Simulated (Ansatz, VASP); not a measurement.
# One calculation of TiB2, two programs

```
CELL_PARAMETERS angstrom
3.02920 -0.04544 -0.04544
-1.55395 2.64608 -0.01663
-0.04843 -0.04843 3.22840
ATOMIC_POSITIONS crystal
Ti 0.00000 0.00000 0.00000
B 0.33333 0.66667 0.50000
B 0.66667 0.33333 0.50000
```

Change from the starting cell: equal xy, yz and zx shear strains of -3 %, crystal datasets.

Alike in both runs: task electric field gradients; functional PBEsol; k mesh 15 × 15 × 13; occupations fermi-dirac, width 0.08 eV; no spin polarisation.

|  | VASP | Ansatz |
| --- | --- | --- |
| version | VASP 6.6.1 | Ansatz 0.2.0 |
| potentials or method | VASP PAW PBE potentials, release 64 (Ti_sv, B), cutoff 520 eV | all-electron PAW with datasets made for the crystal, scalar-relativistic |

|  | VASP | Ansatz | Ansatz less VASP |
| --- | --- | --- | --- |
| pressure (GPa) | -4.0 | -4.3 | -0.37 |
| traceless stress, the component that is largest in VASP (GPa) | 9.17 | 9.16 | -0.004 |
| rms of the force components (eV/Å) | 0.050 | 0.048 | -0.0016 |
| size of Vzz on the site where it differs most (V/Å²) | 28.4 | 31.1 | +2.75 |

VASP's potentials were made for PBE, not for PBEsol. Atom by atom the forces differ by 0.002 eV/Å (rms over components). Ansatz ran all-electron here, and VASP with PAW potentials.
